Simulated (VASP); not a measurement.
# Tc (Fm-3m) in VASP: further runs

Runs on Tc. Level: LDA. Tasks: single point.

Everything below comes from runs of VASP 6.6.1. Logs are shortened: lines on timing, memory, paths and dates and some standing lists are left out, and cuts for length are marked.

## Step 1: The cell of the first run

The structure is cubic, space group Fm-3m (No. 225). Conventional cell: a = 3.900 Å, b = 3.900 Å, c = 3.900 Å, α = 90.00°, β = 90.00°, γ = 90.00°. Tc (site symmetry m-3m) has 12 Tc at 2.76 Å within 3.6 Å.

## Step 2: Single point, LDA

INCAR reads:

```
ALGO = Normal ; EDIFF = 1E-6
ENCUT = 520 ; GGA = CA
ISIF = 2 ; ISMEAR = 1
LASPH = True ; LCHARG = False
LREAL = False ; LWAVE = False
NBANDS = 12 ; NELM = 100
PREC = Accurate ; SIGMA = 0.15
```

KPOINTS reads:

```
k-points
0
Gamma
  15 15 15
```

POSCAR reads:

```
Tc
1.0
    0.0000000000      1.9500000000      1.9500000000
    1.9500000000      0.0000000000      1.9500000000
    1.9500000000      1.9500000000      0.0000000000
Tc
1
Direct
    0.0000000000      0.0000000000      0.0000000000
```

Potentials or basis: VASP PAW LDA potentials, release 64 (Tc_pv).

On the command line:

```bash
$ cat potpaw_LDA.64/Tc_pv/POTCAR > POTCAR
$ mpirun -np 1 vasp_std > vasp.out
```

OUTCAR:

```text
EDIFF = 1E-6
   ENCUT = 520
   GGA = CA
   ISIF = 2
   ISMEAR = 1
   LASPH = True
   LREAL = False
   NELM = 100
   PREC = Accurate

 ion  position               nearest neighbor table
   1  0.000  0.000  0.000-

  LATTYP: Found a face centered cubic cell.
 ALAT       =     3.9000000000

  Lattice vectors:

 A1 = (   0.0000000000,   1.9500000000,   1.9500000000)
 A2 = (   1.9500000000,   0.0000000000,   1.9500000000)
 A3 = (   1.9500000000,   1.9500000000,   0.0000000000)

Analysis of symmetry for initial positions (statically):
=====================================================================
 Subroutine PRICEL returns:
 Original cell was already a primitive cell.

 Routine SETGRP: Setting up the symmetry group for a
 face centered cubic supercell.

 Subroutine GETGRP returns: Found 48 space group operations
 (whereof 48 operations were pure point group operations)
 out of a pool of 48 trial point group operations.

The static configuration has the point symmetry O_h .

Analysis of symmetry for dynamics (positions and initial velocities):
=====================================================================
 Subroutine PRICEL returns:
 Original cell was already a primitive cell.

 Routine SETGRP: Setting up the symmetry group for a
 face centered cubic supercell.

 Subroutine GETGRP returns: Found 48 space group operations
 (whereof 48 operations were pure point group operations)
 out of a pool of 48 trial point group operations.

The dynamic configuration has the point symmetry O_h .

 Subroutine INISYM returns: Found 48 space group operations
 (whereof 48 operations are pure point group operations),
 and found     1 'primitive' translations

----------------------------------------------------------------------------------------

                                     Primitive cell

  volume of cell :      14.8297

  direct lattice vectors                    reciprocal lattice vectors
     0.000000000  1.950000000  1.950000000    -0.256410256  0.256410256  0.256410256
     1.950000000  0.000000000  1.950000000     0.256410256 -0.256410256  0.256410256
     1.950000000  1.950000000  0.000000000     0.256410256  0.256410256 -0.256410256

  length of vectors
     2.757716447  2.757716447  2.757716447     0.444115592  0.444115592  0.444115592

[... 78 lines left out ...]
   EDIFF  = 0.1E-05   stopping-criterion for ELM
   LREAL  =      F    real-space projection
   EDIFFG = 0.1E-04   stopping-criterion for IOM
   NSW    =      0    number of steps for IOM
   IBRION =     -1    ionic relax: 0-MD 1-quasi-New 2-CG
   NFREE  =      0    steps in history (QN), initial steepest desc. (CG)
   ISIF   =      2    stress and relaxation
   ISYM   =      2    0-nonsym 1-usesym 2-fastsym
   POTIM  = 0.5000    time-step for ionic-motion
   TEBEG  =    0.0;   TEEND  =   0.0 temperature during run
   PSTRESS=    0.0 pullay stress
   NELECT =      13.0000    total number of electrons
   NUPDOWN=      -1.0000    fix difference up-down
   EMIN   =  10.00;   EMAX   =-10.00  energy-range for DOS
   EFERMI =   0.00;   METHOD = LEGACY
   ISMEAR =     1;   SIGMA  =   0.15  broadening in eV -4-tet -1-fermi 0-gaus
   EFERMI_NEDOS =   21; number of points for ismear=-14 and -15
   IALGO  =     38    algorithm
   IMIX   =      4    mixing-type and parameters
     AMIX     =   0.40;   BMIX     =  1.00
     AMIX_MAG =   1.60;   BMIX_MAG =  1.00
  volume/ion in A,a.u.               =      14.83       100.08
  Fermi-wavevector in a.u.,A,eV,Ry     =   1.566792  2.960808 33.400086  2.454837
  Thomas-Fermi vector in A             =   2.669068
   LORBIT       =      0    0 simple, 1 ext, 2 COOP (PROOUT), +10 PAW based schemes
   GGA     = CA    functional components
   LHFCALC =     F    Hartree Fock is set to
   AEXX    =    0.0000 exact exchange contribution
   IVDW    =     0    specifies the selected vdW correction
   LEPSILON=     F    determine dielectric tensor
   LRPA    =     F    only Hartree local field effects (RPA)
 non-spin polarized calculation
 Methfessel and Paxton  Order N= 1 SIGMA  =   0.15
  energy-cutoff  :      520.00
  volume of cell :       14.83
 maximum number of plane-waves:       415
 NGX is ok and might be reduce to    24
   NGX = 11   NGY = 11   NGZ = 11

 number of electron      13.0000001 magnetization

 Free energy of the ion-electron system (eV)
  ---------------------------------------------------
  ext. energy  EPLUGINS =         0.00000000
  ---------------------------------------------------
  free energy    TOTEN  =       -11.59668265 eV

  energy without entropy =      -11.59783203  energy(sigma->0) =      -11.59706578

 E-fermi :  12.0749     XC(G=0): -13.8207

 val. band max:       12.0483668013   @ k =   0.1333   0.1333   0.0000
 cond. band min:      12.1087496678   @ k =  -0.4000   0.0667   0.0000
 fundamental gap:      0.0603828665
 Fermi energy:        12.0749286100

 k-point     1 :       0.0000    0.0000    0.0000
  band No.  band energies     occupation
      1     -26.1087      2.00000
      2     -26.1087      2.00000
      3     -26.1087      2.00000
      4       4.7225      2.00000
      5      10.3658      2.00000
      6      10.3658      2.00000
      7      10.3658      2.00000
      8      12.8616     -0.00000
      9      12.8616     -0.00000
     10      26.1173      0.00000
     11      31.4843      0.00000
     12      31.4843      0.00000
[... 331 lines left out ...]
 k-point    24 :       0.2000    0.1333    0.0000
  band No.  band energies     occupation
      1     -26.4432      2.00000
      2     -26.2144      2.00000
      3     -26.2048      2.00000
      4       6.2008      2.00000
      5       9.3160      2.00000
      6      11.0797      2.00000
      7      11.1945      2.00000
      8      11.9154      2.06108
      9      13.2876     -0.00000
     10      28.7163      0.00000
     11      29.2029      0.00000
     12      32.1547      0.00000

 [... further k-points ...]
[... 5 lines left out ...]
  --------------------------------------------------------------------------------------
  -------------------------------------------------------------------------------------
  Total       -1.8940391     -1.8940391     -1.8940391      0.0000000     -0.0000000      0.0000000
  in kB     -204.6282988   -204.6282988   -204.6282988      0.0000000     -0.0000000      0.0000000
  external PRESSURE =    -204.6282988 kB  Pullay stress =       0.0000000 kB

 VOLUME and BASIS-vectors are now :
 -----------------------------------------------------------------------------
  energy-cutoff  :      520.00
  volume of cell :       14.83
      direct lattice vectors                 reciprocal lattice vectors
     0.000000000  1.950000000  1.950000000    -0.256410256  0.256410256  0.256410256
     1.950000000  0.000000000  1.950000000     0.256410256 -0.256410256  0.256410256
     1.950000000  1.950000000  0.000000000     0.256410256  0.256410256 -0.256410256

 POSITION                                       TOTAL-FORCE (eV/Angst)
 -----------------------------------------------------------------------------------
      0.00000      0.00000      0.00000         0.000000      0.000000     -0.000000
 -----------------------------------------------------------------------------------
    total drift:                                0.000000      0.000000     -0.000000

  FREE ENERGIE OF THE ION-ELECTRON SYSTEM (eV)
  ---------------------------------------------------
  free  energy   TOTEN  =       -11.5966826503 eV

  energy  without entropy=      -11.5978320284  energy(sigma->0) =      -11.59706578
```

OSZICAR:

```text
N       E                     dE             d eps       ncg     rms          rms(c)
DAV:   1     0.114262819417E+03    0.11426E+03   -0.78393E+03  2888   0.104E+03
DAV:   2    -0.107285949700E+02   -0.12499E+03   -0.12158E+03  3136   0.306E+02
DAV:   3    -0.124252472181E+02   -0.16967E+01   -0.16917E+01  3180   0.416E+01
DAV:   4    -0.124319754776E+02   -0.67283E-02   -0.67274E-02  3188   0.291E+00
DAV:   5    -0.124320266628E+02   -0.51185E-04   -0.51184E-04  3228   0.244E-01    0.137E+01
DAV:   6    -0.116791449494E+02    0.75288E+00   -0.10539E+00  2956   0.133E+01    0.382E+00
DAV:   7    -0.116033587362E+02    0.75786E-01   -0.12162E-01  3240   0.430E+00    0.585E-01
DAV:   8    -0.115967073275E+02    0.66514E-02   -0.57466E-03  2932   0.969E-01    0.144E-01
DAV:   9    -0.115966750502E+02    0.32277E-04   -0.13136E-04  3352   0.149E-01    0.211E-02
DAV:  10    -0.115966826805E+02   -0.76303E-05   -0.49806E-06  3036   0.244E-02    0.124E-03
DAV:  11    -0.115966826503E+02    0.30180E-07   -0.71977E-08  1860   0.317E-03
   1 F= -.11596683E+02 E0= -.11597066E+02  d E =0.114938E-02
```

stdout:

```text
POSCAR found type information on POSCAR Tc
 POSCAR found :  1 types and       1 ions
 scaLAPACK will be used
 LDA part: xc-table for (Slater(with rela. corr.)+CA(PZ))
 , standard interpolation
 POSCAR, INCAR and KPOINTS ok, starting setup
 FFT: planning ... GRIDC
 FFT: planning ... GRID_SOFT
 FFT: planning ... GRID
 WAVECAR not read
 entering main loop
```

Wall time 15 s (1 thread of Intel Xeon Platinum 8259CL at 2.50GHz (Skylake/Cascade Lake), shared host); peak memory 0.14 GiB.

Results:

- Free energy: -11.5967 eV
- Pressure: -20.5 GPa

Levels at points of the mesh, in eV from the Fermi level:
```csv
k point,band 3,band 4,band 5,band 6,band 7,band 8,band 9,band 10,band 11,band 12
"(0.00, 0.00, 0.00)",-38.18,-7.35,-1.71,-1.71,-1.71,0.79,0.79,14.04,19.41,19.41
```

## Step 3: Single point, LDA

INCAR reads:

```
SYSTEM = Tc
PREC     = Accurate       ! precision mode
ENCUT    = 520            ! plane-wave cutoff, eV
EDIFF    = 1E-6           ! SCF threshold, eV
ISMEAR   = 1              ! smearing method
SIGMA    = 0.15           ! smearing width, eV
LREAL    = .FALSE.        ! projectors in reciprocal space
LASPH    = .TRUE.         ! aspherical terms in the spheres
NELM     = 60             ! most SCF steps
ALGO     = Normal         ! electronic algorithm
ISIF     = 2              ! what is computed and relaxed
LWAVE    = .FALSE.        ! write WAVECAR
LCHARG   = .TRUE.         ! write CHGCAR
LELF     = .TRUE.         ! ELF
LVHAR    = .TRUE.       
NBANDS   = 12             ! bands
```

KPOINTS reads:

```
regular mesh
0
G
  15 15 15
  0 0 0
```

POSCAR is that of step 2.

Potentials or basis: VASP PAW LDA potentials, release 64 (Tc_pv).

On the command line:

```bash
$ cat potpaw_LDA.64/Tc_pv/POTCAR > POTCAR
$ mpirun -np 1 vasp_std > vasp.out
```

Run time: 17 s. Hardware: 1 thread of Intel Xeon Platinum 8259CL at 2.50GHz (Skylake/Cascade Lake), shared host; peak memory 0.14 GiB.

Results (log left out):

```
Free energy : -11.5967 eV
Pressure    : -20.5 GPa
```

Levels at points of the mesh, in eV from the Fermi level:
```csv
k point,band 3,band 4,band 5,band 6,band 7,band 8,band 9,band 10,band 11,band 12
"(0.00, 0.00, 0.00)",-38.18,-7.35,-1.71,-1.71,-1.71,0.79,0.79,14.04,19.41,19.41
```
